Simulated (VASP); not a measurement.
Wanted: the native input for a VASP 6.6.1 run.

```yaml
Task: density of states
Functional: LDA
Potentials_or_basis: VASP PAW LDA potentials, release 64 (Be)
Cutoff: 520 eV
k_mesh: 21 × 21 × 21
Occupations: fermi-dirac, width 0.05 eV
Spin: no spin polarisation
Dipole_correction: no
k_mesh_for_the_DOS: 32 × 32 × 32
Occupations_for_the_DOS: tetrahedron
Further_INCAR_settings: ALGO = Normal; EDIFF = 1e-06; NBANDS = 7
```

The system is Be.

```
CELL_PARAMETERS angstrom
0.00000 1.55332 1.55332
1.55332 0.00000 1.55332
1.55332 1.55332 0.00000
ATOMIC_POSITIONS crystal
Be 0.00000 0.00000 0.00000
```

One way to write it, as run:

POSCAR

```
Be
1.0
    0.0000000000      1.5533224679      1.5533224679
    1.5533224679      0.0000000000      1.5533224679
    1.5533224679      1.5533224679      0.0000000000
Be
1
Direct
    0.0000000000      0.0000000000      0.0000000000
```

INCAR.step1

```
SYSTEM = Be
ALGO = Normal
EDIFF = 1E-6
ENCUT = 520
ISIF = 2
ISMEAR = -1
LASPH = .TRUE.
LCHARG = .TRUE.
LREAL = .FALSE.
LWAVE = .FALSE.
NBANDS = 7
NELM = 80
PREC = Accurate
SIGMA = 0.05
```

KPOINTS.step1

```
k-points
0
G
  21 21 21
  0 0 0
```

INCAR.step2

```
SYSTEM = Be
ALGO = Normal
EDIFF = 1E-6
ENCUT = 520
ICHARG = 11
ISIF = 2
ISMEAR = -5
LASPH = .TRUE.
LCHARG = .FALSE.
LORBIT = 11
LREAL = .FALSE.
LWAVE = .FALSE.
NBANDS = 7
NEDOS = 2001
NELM = 80
PREC = Accurate
SIGMA = 0.05
```

KPOINTS.step2

```
k-points
0
G
  32 32 32
  0 0 0
```

Potentials or basis: VASP PAW LDA potentials, release 64 (Be).

The run is started by

```bash
$ cat potpaw_LDA.64/Be/POTCAR > POTCAR
$ cp INCAR.step1 INCAR
$ cp KPOINTS.step1 KPOINTS
$ mpirun -np 1 vasp_std > vasp.out
$ cp INCAR.step2 INCAR
$ cp KPOINTS.step2 KPOINTS
$ mpirun -np 1 vasp_std > vasp.out
```

Results of the run:

| Property | Result |
| --- | --- |
| Valence electrons inside the program's atomic spheres | Be 1.23 |

Run time: 11 s on 1 thread of Intel(R) Xeon(R) 6975P-C (Granite Rapids), on a shared host, peak memory 0.14 GiB.
